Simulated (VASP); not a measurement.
# AlNi3 in VASP: a series of runs

The runs below take AlNi3 through relaxation of the atoms, with PBE.

Program: VASP 6.6.1. These are calculated values, not measurements. Logs are shortened: lines on timing, memory, paths and dates and some standing lists are left out, and cuts for length are marked.

**1. The cell of the first run**

The structure is cubic, space group Pm-3m (No. 221). The conventional cell has a = 3.523 Å, b = 3.523 Å, c = 3.523 Å, α = 90.00°, β = 90.00°, γ = 90.00°. Ni (site symmetry 4/mmm) has 8 Ni at 2.49 Å and 4 Al at 2.49 Å within 3.3 Å. Within 3.3 Å of Al (site symmetry m-3m) lie 12 Ni at 2.49 Å.

**2. Relaxation of the atoms, PBE, collinear spin, ferromagnetic start**

INCAR reads:

```
SYSTEM = AlNi3
  ALGO = Fast
  EDIFF = 1E-7
  EDIFFG = -0.01
  ENCUT = 520
  GGA = PE
  IBRION = 2
  ISIF = 2
  ISMEAR = -1
  ISPIN = 2
  LASPH = .True.
  LCHARG = .False.
  LMAXMIX = 4
  LORBIT = 11
  LREAL = .False.
  LWAVE = .False.
  MAGMOM = 1 1 1 0
  NELM = 150
  NSW = 60
  PREC = Accurate
  SIGMA = 0.05
```

KPOINTS reads:

```
k-points
0
Gamma
  6 6 6
  0 0 0
```

POSCAR reads:

```
AlNi3
1.0
    3.5230547267      0.0000000000      0.0000000000
    0.0000000000      3.5230547267      0.0000000000
    0.0000000000      0.0000000000      3.5230547267
Ni Al
3 1
Direct
    0.5000000000      0.5000000000      0.0000000000
    0.5000000000      0.0000000000      0.5000000000
    0.0000000000      0.5000000000      0.5000000000
    0.0000000000      0.0000000000      0.0000000000
```

Potentials or basis: VASP PAW PBE potentials, release 64 (Ni, Al).

Command:

```bash
$ cat potpaw_PBE.64/Ni/POTCAR potpaw_PBE.64/Al/POTCAR > POTCAR
$ mpirun -np 1 vasp_std > vasp.out
```

OUTCAR:

```text
SYSTEM = AlNi3
   EDIFF = 1E-7
   EDIFFG = -0.01
   ENCUT = 520
   GGA = PE
   IBRION = 2
   ISIF = 2
   ISMEAR = -1
   ISPIN = 2
   LASPH = .True.
   LORBIT = 11
   LREAL = .False.
   NELM = 150
   NSW = 60
   PREC = Accurate

 ion  position               nearest neighbor table
   1  0.500  0.500  0.000-   2 2.49   3 2.49   4 2.49   2 2.49   3 2.49   2 2.49   4 2.49   2 2.49
                             3 2.49   4 2.49   3 2.49   4 2.49
   2  0.500  0.000  0.500-   1 2.49   3 2.49   4 2.49   1 2.49   4 2.49   1 2.49   3 2.49   1 2.49
                             3 2.49   4 2.49   4 2.49   3 2.49
   3  0.000  0.500  0.500-   1 2.49   2 2.49   4 2.49   1 2.49   4 2.49   2 2.49   4 2.49   4 2.49
                             1 2.49   2 2.49   1 2.49   2 2.49
   4  0.000  0.000  0.000-   1 2.49   2 2.49   3 2.49   2 2.49   3 2.49   1 2.49   3 2.49   3 2.49
                             1 2.49   2 2.49   2 2.49   1 2.49

  LATTYP: Found a simple cubic cell.
 ALAT       =     3.5230547267

  Lattice vectors:

 A1 = (   3.5230547267,   0.0000000000,   0.0000000000)
 A2 = (   0.0000000000,   3.5230547267,   0.0000000000)
 A3 = (   0.0000000000,   0.0000000000,   3.5230547267)

Analysis of symmetry for initial positions (statically):
=====================================================================
 Subroutine PRICEL returns:
 Original cell was already a primitive cell.

 Routine SETGRP: Setting up the symmetry group for a
 simple cubic supercell.

 Subroutine GETGRP returns: Found 48 space group operations
 (whereof 48 operations were pure point group operations)
 out of a pool of 48 trial point group operations.

The static configuration has the point symmetry O_h .

Analysis of symmetry for dynamics (positions and initial velocities):
=====================================================================
 Subroutine PRICEL returns:
 Original cell was already a primitive cell.

 Routine SETGRP: Setting up the symmetry group for a
 simple cubic supercell.

 Subroutine GETGRP returns: Found 48 space group operations
 (whereof 48 operations were pure point group operations)
 out of a pool of 48 trial point group operations.

The dynamic configuration has the point symmetry O_h .

Analysis of structural, dynamic, and magnetic symmetry:
=====================================================================
 Subroutine PRICEL returns:
 Original cell was already a primitive cell.

 Routine SETGRP: Setting up the symmetry group for a
 simple cubic supercell.

 Subroutine GETGRP returns: Found 48 space group operations
 (whereof 48 operations were pure point group operations)
 out of a pool of 48 trial point group operations.

The overall configuration has the point symmetry O_h .

 Subroutine INISYM returns: Found 48 space group operations
 (whereof 48 operations are pure point group operations),
 and found     1 'primitive' translations

----------------------------------------------------------------------------------------

                                     Primitive cell

  volume of cell :      43.7279

  direct lattice vectors                    reciprocal lattice vectors
     3.523054727  0.000000000  0.000000000     0.283844583  0.000000000  0.000000000
     0.000000000  3.523054727  0.000000000     0.000000000  0.283844583  0.000000000
     0.000000000  0.000000000  3.523054727     0.000000000  0.000000000  0.283844583

  length of vectors
     3.523054727  3.523054727  3.523054727     0.283844583  0.283844583  0.283844583

  position of ions in fractional coordinates (direct lattice)
     0.500000000  0.500000000  0.000000000
     0.500000000  0.000000000  0.500000000
     0.000000000  0.500000000  0.500000000
     0.000000000  0.000000000  0.000000000

  ion indices of the primitive-cell ions
   primitive index   ion index
                 1           1
                 2           2
                 3           3
                 4           4

----------------------------------------------------------------------------------------

 KPOINTS: k-points

Automatic generation of k-mesh.
 Grid dimensions read from file:
 generate k-points for:    6    6    6

 Generating k-lattice:

  Cartesian coordinates                     Fractional coordinates (reciprocal lattice)
     0.047307431  0.000000000  0.000000000     0.166666667  0.000000000  0.000000000
     0.000000000  0.047307431  0.000000000     0.000000000  0.166666667  0.000000000
     0.000000000  0.000000000  0.047307431     0.000000000  0.000000000  0.166666667

  Length of vectors
     0.047307431  0.047307431  0.047307431

  Shift w.r.t. Gamma in fractional coordinates (k-lattice)
     0.000000000  0.000000000  0.000000000

 Subroutine IBZKPT returns following result:
 ===========================================

 Found     20 irreducible k-points:

 Following reciprocal coordinates:
            Coordinates               Weight
  0.000000  0.000000  0.000000      1.000000
  0.166667  0.000000  0.000000      6.000000
  0.333333  0.000000  0.000000      6.000000
  0.500000  0.000000  0.000000      3.000000
  0.166667  0.166667  0.000000     12.000000
  0.333333  0.166667  0.000000     24.000000
[... 12 lines left out ...]
  0.500000  0.500000  0.333333      6.000000
  0.500000  0.500000  0.500000      1.000000
   k-points           NKPTS =     20   k-points in BZ     NKDIM =     20   number of bands    NBANDS=     22
   number of dos      NEDOS =    301   number of ions     NIONS =      4
   total plane-waves  NPLWV =  21952
   dimension x,y,z NGX =    28 NGY =   28 NGZ =   28
   dimension x,y,z NGXF=    56 NGYF=   56 NGZF=   56
   ions per type =               3   1
   NGX,Y,Z   is equivalent  to a cutoff of  13.21, 13.21, 13.21 a.u.
   NGXF,Y,Z  is equivalent  to a cutoff of  26.43, 26.43, 26.43 a.u.
 SYSTEM =  AlNi3
   PREC   = accura    normal or accurate (medium, high low for compatibility)
   ISTART =      0    job   : 0-new  1-cont  2-samecut
   ICHARG =      2    charge: 1-file 2-atom 10-const
   ISPIN  =      2    spin polarized calculation?
   LNONCOLLINEAR =      F non collinear calculations
   LSORBIT =      F    spin-orbit coupling
   LASPH  =      T    aspherical Exc in radial PAW
   ENCUT  =  520.0 eV  38.22 Ry    6.18 a.u.   6.55  6.55  6.55*2*pi/ulx,y,z
   NELM   =    150;   NELMIN=  2; NELMDL= -5     # of ELM steps
   EDIFF  = 0.1E-06   stopping-criterion for ELM
   LREAL  =      F    real-space projection
   EDIFFG = -.1E-01   stopping-criterion for IOM
   NSW    =     60    number of steps for IOM
   IBRION =      2    ionic relax: 0-MD 1-quasi-New 2-CG
   NFREE  =      1    steps in history (QN), initial steepest desc. (CG)
   ISIF   =      2    stress and relaxation
   ISYM   =      2    0-nonsym 1-usesym 2-fastsym
   POTIM  = 0.5000    time-step for ionic-motion
   TEBEG  =    0.0;   TEEND  =   0.0 temperature during run
   PSTRESS=    0.0 pullay stress
   NELECT =      33.0000    total number of electrons
   NUPDOWN=      -1.0000    fix difference up-down
   EMIN   =  10.00;   EMAX   =-10.00  energy-range for DOS
   EFERMI =   0.00;   METHOD = LEGACY
   ISMEAR =    -1;   SIGMA  =   0.05  broadening in eV -4-tet -1-fermi 0-gaus
   EFERMI_NEDOS =   21; number of points for ismear=-14 and -15
   IALGO  =     68    algorithm
   IMIX   =      4    mixing-type and parameters
     AMIX     =   0.40;   BMIX     =  1.00
     AMIX_MAG =   1.60;   BMIX_MAG =  1.00
  volume/ion in A,a.u.               =      10.93        73.77
  Fermi-wavevector in a.u.,A,eV,Ry     =   1.490482  2.816603 30.225843  2.221537
  Thomas-Fermi vector in A             =   2.603258
   LORBIT       =     11    0 simple, 1 ext, 2 COOP (PROOUT), +10 PAW based schemes
   GGA     = PE    functional components
   LHFCALC =     F    Hartree Fock is set to
   AEXX    =    0.0000 exact exchange contribution
   IVDW    =     0    specifies the selected vdW correction
   LEPSILON=     F    determine dielectric tensor
   LRPA    =     F    only Hartree local field effects (RPA)
 conjugate gradient relaxation of ions
 spin polarized calculation
 RMM-DIIS sequential band-by-band and
  energy-cutoff  :      520.00
  volume of cell :       43.73
 maximum number of plane-waves:      1208
 NGX is ok and might be reduce to    28
   NGX = 13   NGY = 13   NGZ = 13

 number of electron      32.9999980 magnetization       0.6878334

 Free energy of the ion-electron system (eV)
  ---------------------------------------------------
  ext. energy  EPLUGINS =         0.00000000
  ---------------------------------------------------
  free energy    TOTEN  =       -21.87636841 eV

  energy without entropy =      -21.84788449  energy(sigma->0) =      -21.86212645

 E-fermi :   9.9221     XC(G=0): -12.8543

 val. band max:        9.9123502064   @ k =   0.3333   0.3333   0.1667
 cond. band min:       9.9314247818   @ k =   0.3333   0.3333   0.1667
 fundamental gap:      0.0190745754
 Fermi energy:         9.9220620082

 spin component 1

 k-point     1 :       0.0000    0.0000    0.0000
  band No.  band energies     occupation
      1      -0.2353      1.00000
      2       5.4473      1.00000
      3       6.1411      1.00000
      4       6.1411      1.00000
      5       6.5011      1.00000
      6       6.5011      1.00000
[... 14 lines left out ...]
     21      16.6569      0.00000
     22      17.5040      0.00000

 k-point     2 :       0.1667    0.0000    0.0000
  band No.  band energies     occupation
      1       0.1101      1.00000
      2       5.5078      1.00000
      3       5.9532      1.00000
      4       6.3562      1.00000
      5       6.5590      1.00000
      6       6.5590      1.00000
[... 14 lines left out ...]
     21      17.1954      0.00000
     22      18.9288      0.00000
[... 408 lines left out ...]
      6       7.3939      1.00000
[... 14 lines left out ...]
     21      14.6717      0.00000
     22      14.6717      0.00000

 k-point    20 :       0.5000    0.5000    0.5000
  band No.  band energies     occupation
      1       4.1466      1.00000
      2       5.8383      1.00000
      3       5.8383      1.00000
      4       5.8383      1.00000
      5       7.7805      1.00000
      6       7.7805      1.00000
[... 14 lines left out ...]
     21      14.0965      0.00000
     22      14.0965      0.00000
 Fermi energy:         9.9220620082

 spin component 2

 k-point     1 :       0.0000    0.0000    0.0000
  band No.  band energies     occupation
      1      -0.2625      1.00000
      2       5.5245      1.00000
      3       6.2844      1.00000
      4       6.2844      1.00000
      5       6.7772      1.00000
      6       6.7772      1.00000
[... 14 lines left out ...]
     21      16.7430      0.00000
     22      17.5504      0.00000

 k-point     2 :       0.1667    0.0000    0.0000
  band No.  band energies     occupation
      1       0.0828      1.00000
      2       5.5778      1.00000
      3       6.0686      1.00000
      4       6.5045      1.00000
      5       6.8209      1.00000
      6       6.8209      1.00000
[... 14 lines left out ...]
     21      17.2516      0.00000
     22      18.9584      0.00000
[... 423 lines left out ...]
     21      14.8319      0.00000
     22      14.8319      0.00000

 k-point    20 :       0.5000    0.5000    0.5000
  band No.  band energies     occupation
      1       4.1887      1.00000
      2       6.0451      1.00000
      3       6.0451      1.00000
      4       6.0451      1.00000
      5       7.8006      1.00000
      6       7.8006      1.00000
[... 14 lines left out ...]
     21      14.2944      0.00000
     22      14.2944      0.00000

------------------------ aborting loop because EDIFF is reached ----------------------------------------

  FORCE on cell =-STRESS in cart. coord.  units (eV):
  Direction    XX          YY          ZZ          XY          YZ          ZX
  --------------------------------------------------------------------------------------
  -------------------------------------------------------------------------------------
  Total        2.0094014      2.0094014      2.0094014     -0.0000000     -0.0000000      0.0000000
  in kB       73.6239496     73.6239496     73.6239496     -0.0000000     -0.0000000      0.0000000
  external PRESSURE =      73.6239496 kB  Pullay stress =       0.0000000 kB

 VOLUME and BASIS-vectors are now :
 -----------------------------------------------------------------------------
  energy-cutoff  :      520.00
  volume of cell :       43.73
      direct lattice vectors                 reciprocal lattice vectors
     3.523054727  0.000000000  0.000000000     0.283844583  0.000000000  0.000000000
     0.000000000  3.523054727  0.000000000     0.000000000  0.283844583  0.000000000
     0.000000000  0.000000000  3.523054727     0.000000000  0.000000000  0.283844583

 POSITION                                       TOTAL-FORCE (eV/Angst)
 -----------------------------------------------------------------------------------
      1.76153      1.76153      0.00000         0.000000      0.000000      0.000000
      1.76153      0.00000      1.76153         0.000000      0.000000      0.000000
      0.00000      1.76153      1.76153         0.000000      0.000000      0.000000
      0.00000      0.00000      0.00000         0.000000      0.000000      0.000000
 -----------------------------------------------------------------------------------
    total drift:                                0.000000      0.000000      0.000000

  FREE ENERGIE OF THE ION-ELECTRON SYSTEM (eV)
  ---------------------------------------------------
  free  energy   TOTEN  =       -21.8763684078 eV

  energy  without entropy=      -21.8478844850  energy(sigma->0) =      -21.86212645

 reached required accuracy - stopping structural energy minimisation

 total charge

# of ion       s       p       d       tot
------------------------------------------
    1        0.507   0.546   8.394   9.447
    2        0.507   0.546   8.394   9.447
    3        0.507   0.546   8.394   9.447
    4        0.413   0.406   0.000   0.819
--------------------------------------------------
tot          1.935   2.044  25.182  29.161

 magnetization (x)

# of ion       s       p       d       tot
------------------------------------------
    1       -0.003  -0.009   0.256   0.244
    2       -0.003  -0.009   0.256   0.244
    3       -0.003  -0.009   0.256   0.244
    4       -0.000  -0.008   0.000  -0.009
--------------------------------------------------
tot         -0.009  -0.036   0.768   0.724
```

Run time: 29 s. Hardware: 1 thread of Intel Xeon Platinum 8488C (Sapphire Rapids), shared host; peak memory 0.18 GiB.

What came out:

* Free energy: -21.8764 eV
* Pressure after relaxing: 7.4 GPa
* Net moment: 0.69 μB per cell
* Site moments: Ni +0.24; Al -0.01 μB
* Valence electrons inside the program's atomic spheres: Ni 9.45; Al 0.82

Final structure:
```xyz
4
Lattice="3.5231 0.0000 0.0000 0.0000 3.5231 0.0000 0.0000 0.0000 3.5231" Properties=species:S:1:pos:R:3 pbc="T T T"
Ni    1.7615    1.7615    0.0000
Ni    1.7615    0.0000    1.7615
Ni    0.0000    1.7615    1.7615
Al    0.0000    0.0000    0.0000
```

Caveat: the relaxation stopped at its first step, so nothing moved.

**3. Relaxation of the atoms, PBE, collinear spin, ferromagnetic start**

This run uses another cell than the first one, of 11.37 Å³/atom.

INCAR reads:

```
ALGO = Normal ; EDIFF = 1E-7
EDIFFG = -0.01 ; ENCUT = 520
GGA = PE ; IBRION = 2
ISIF = 2 ; ISMEAR = -1
ISPIN = 2 ; LASPH = True
LCHARG = False ; LMAXMIX = 4
LORBIT = 11 ; LREAL = False
LWAVE = False ; MAGMOM = 1 1 1 0
NELM = 150 ; NSW = 60
PREC = Accurate ; SIGMA = 0.05
```

KPOINTS reads:

```
k-points
0
Gamma
  6 6 6
```

POSCAR, as its differences from that of step 2:

```diff
@@ -2,4 +2,4 @@
 1.0
-    3.5230547267      0.0000000000      0.0000000000
-    0.0000000000      3.5230547267      0.0000000000
+    3.5935158212      0.0000000000      0.0000000000
+    0.0000000000      3.5935158212      0.0000000000
     0.0000000000      0.0000000000      3.5230547267
```

Potentials or basis: VASP PAW PBE potentials, release 64 (Ni, Al).

Command:

```bash
$ cat potpaw_PBE.64/Ni/POTCAR potpaw_PBE.64/Al/POTCAR > POTCAR
$ mpirun -np 1 vasp_std > vasp.out
```

Wall time 1.8 min (1 thread of Oxide Virtual Turin-like, shared host); peak memory 0.18 GiB.

Results (log left out):

| Quantity | Value |
| --- | --- |
| Free energy | -21.9100 eV |
| Pressure after relaxing | -0.4 GPa |
| Net moment | 0.69 μB per cell |
| Site moments | Ni +0.26, +0.24 (each value once); Al -0.01 μB |
| Valence electrons inside the program's atomic spheres | Ni 9.37, 9.38 (each value once); Al 0.80 |

Stress tensor (GPa, compression positive):
```
-0.88  0.00  0.00
 0.00 -0.88  0.00
 0.00  0.00  0.64
```

Final structure:
```cif
data_structure
_symmetry_space_group_name_H-M 'P 1'
_symmetry_Int_Tables_number 1
_cell_length_a 3.5935
_cell_length_b 3.5935
_cell_length_c 3.5231
_cell_angle_alpha 90.000
_cell_angle_beta 90.000
_cell_angle_gamma 90.000
_cell_volume 45.49
loop_
_atom_site_label
_atom_site_type_symbol
_atom_site_fract_x
_atom_site_fract_y
_atom_site_fract_z
_atom_site_occupancy
Ni1 Ni 0.50000 0.50000 0.00000 1
Ni2 Ni 0.50000 0.00000 0.50000 1
Ni3 Ni 0.00000 0.50000 0.50000 1
Al1 Al 0.00000 0.00000 0.00000 1
```

Levels at points of the mesh, in eV from the Fermi level:
Spin up:
```tsv
k point	band 14	band 15	band 16	band 17	band 18	band 19	band 20	band 21
(0.00, 0.00, 0.00)	-0.13	-0.06	-0.06	0.74	0.74	1.16	6.38	6.57
(0.50, 0.00, 0.00)	-1.16	-1.03	-0.48	-0.06	5.27	5.42	5.61	5.78
(0.50, 0.50, 0.00)	-1.20	-1.00	-0.98	-0.58	0.77	0.77	8.21	8.31
(0.00, 0.00, 0.50)	-1.10	-1.01	-0.54	-0.13	5.48	5.48	5.49	5.49
(0.50, 0.00, 0.50)	-1.15	-0.96	-0.93	-0.56	0.84	0.85	7.98	8.00
(0.50, 0.50, 0.50)	-1.09	-1.00	-0.27	-0.27	-0.23	-0.14	3.31	3.94
```
Spin down:
```csv
k point,band 13,band 14,band 15,band 16,band 17,band 18,band 19,band 20
"(0.00, 0.00, 0.00)",0.01,0.28,0.36,0.36,0.70,0.70,1.13,6.46
"(0.50, 0.00, 0.00)",-0.90,-0.87,-0.80,-0.30,0.36,5.32,5.47,5.66
"(0.50, 0.50, 0.00)",-1.14,-1.08,-0.80,-0.60,-0.44,1.05,1.05,8.23
"(0.00, 0.00, 0.50)",-0.94,-0.94,-0.79,-0.36,0.28,5.53,5.53,5.53
"(0.50, 0.00, 0.50)",-1.07,-1.03,-0.75,-0.56,-0.43,1.12,1.13,8.02
"(0.50, 0.50, 0.50)",-1.11,-0.91,-0.82,-0.16,0.09,0.09,0.14,3.41
```

Caveat: the relaxation stopped at its first step, so nothing moved.
